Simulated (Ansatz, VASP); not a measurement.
# HfC in VASP and in Ansatz

Contents of INCAR:

```
SYSTEM = HfC
PREC = Accurate
ENCUT = 600
EDIFF = 1E-6
ISMEAR = 0
SIGMA = 0.1
LREAL = .FALSE.
LASPH = .TRUE.
NELM = 80
ALGO = Normal
ISIF = 3
LWAVE = .FALSE.
LCHARG = .FALSE.
GGA = PE
IBRION = 2
NSW = 100
EDIFFG = -0.01
```

KPOINTS

```
regular mesh
0
G
  18 18 10
  0 0 0
```

File POSCAR:

```
HfC
1.0
    3.3161144269      0.0000000000      0.0000000000
   -1.6580572135      2.8718393356      0.0000000000
    0.0000000000      0.0000000000      5.2764904897
Hf C
2 2
Direct
    0.3333333333      0.6666666667      0.2500000000
    0.6666666667      0.3333333333      0.7500000000
    0.0000000000      0.0000000000      0.0000000000
    0.0000000000      0.0000000000      0.5000000000
```

Input for Ansatz:

```yaml
crystal:
  lattice:
    - [3.3161144269, 0.0, 0.0]
    - [-1.6580572135, 2.8718393356, 0.0]
    - [0.0, 0.0, 5.2764904897]
  atoms:
    - { symbol: Hf, position: [0.3333333333, 0.6666666667, 0.25] }
    - { symbol: Hf, position: [0.6666666667, 0.3333333333, 0.75] }
    - { symbol: C, position: [0.0, 0.0, 0.0] }
    - { symbol: C, position: [0.0, 0.0, 0.5] }
basis:
  ecutwfc: 420
kpoints:
  mp_grid: { grid: [18, 18, 10] }
hamiltonian:
  xc: pbe
scf:
  occupations: { method: gaussian, width: 0.1 }
output:
  forces: true
  stress: true
  eigenvalues: true
  write_density: true
  write_potential: true
  elf: true
  volumetric_format: npy
relax:
  adjacent_minimum: "off"
  f_tol: 0.01
  max_steps: 80
  cell: { stress_tol: 0.05 }
```

Change from the starting cell: the structure that the rattled cell fell into.

Alike in both runs: task relaxation of cell and atoms; functional PBE; k mesh 18 × 18 × 10; occupations gaussian, width 0.1 eV; no spin polarisation.

|  | VASP | Ansatz |
| --- | --- | --- |
| version | VASP 6.6.1 | Ansatz 0.2.0 |
| potentials or method | VASP PAW PBE potentials, release 64 (Hf_pv, C), cutoff 600 eV | scalar-relativistic, plane waves, PAW |
| valence electrons in the cell | 28 | 60 |

```tsv
	VASP	Ansatz	Ansatz less VASP
gap on the k mesh at the Fermi level, each at its own relaxed structure (eV)	none	none	-
relaxed volume (Å³/atom)	12.51	12.55	+0.046
relaxed cell length with the largest relative difference (Å)	5.235	5.242	+0.0064
```

A gap of «none» marks a metal or a gap that the smearing closes. VASP's potentials hold 28 valence electrons a cell and Ansatz's 60, so a difference there can come from the potentials and not from the codes.

Spin-orbit coupling is off throughout.
